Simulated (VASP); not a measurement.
The system is Li.

```
Li
1.0
    -2.74916    2.74916    1.50104
     2.74916   -2.74916    1.50104
     2.74916    2.74916   -1.50104
Li
2
Direct
  0.00000 0.00000 0.00000
  0.75000 0.25000 0.50000
```

* Program: VASP 6.6.1
* Task: relaxation of cell and atoms
* Functional: RPBE
* Potentials or basis: VASP PAW PBE potentials, release 64 (Li_sv)
* Cutoff: 600 eV
* k mesh: 12 × 12 × 8
* Occupations: fermi-dirac, width 0.1 eV
* Spin: no spin polarisation

At the start: pressure -0.9 GPa; volume 22.69 Å³/atom.

**Question.** Where does the relaxation end?

**Answer.** Over 4 steps the energy falls by 5.6 meV/atom and the volume is 20.80 Å³/atom (-8.3 %); space group I4_1/amd (No. 141, to 0.1 Å) before and after.

The path:
| step | energy change (eV) | largest force (eV/Å) | pressure (GPa) | volume (Å³) |
| --- | --- | --- | --- | --- |
| 1 | 0.0000 | 0.0002 | -0.90 | 45.38 |
| 2 | -0.0043 | 0.0003 | -0.72 | 44.55 |
| 3 | -0.0111 | 0.0005 | -0.13 | 42.11 |
| 4 | -0.0113 | 0.0006 | 0.01 | 41.61 |

Final structure:
```xyz
2
Lattice="-2.6759 2.6753 1.4516 2.6753 -2.6759 1.4516 2.6786 2.6786 -1.4527" Properties=species:S:1:pos:R:3 pbc="T T T"
Li    0.0028    5.3539   -0.0012
Li    0.0012    2.6768    0.7252
```

Caveat: the cutoff is under 1.25 times the usual one of these potentials, so pressure, stress and relaxed cells hold a basis-set (Pulay) error; the PAW data sets were made with another functional, which shifts forces and pressure a little.
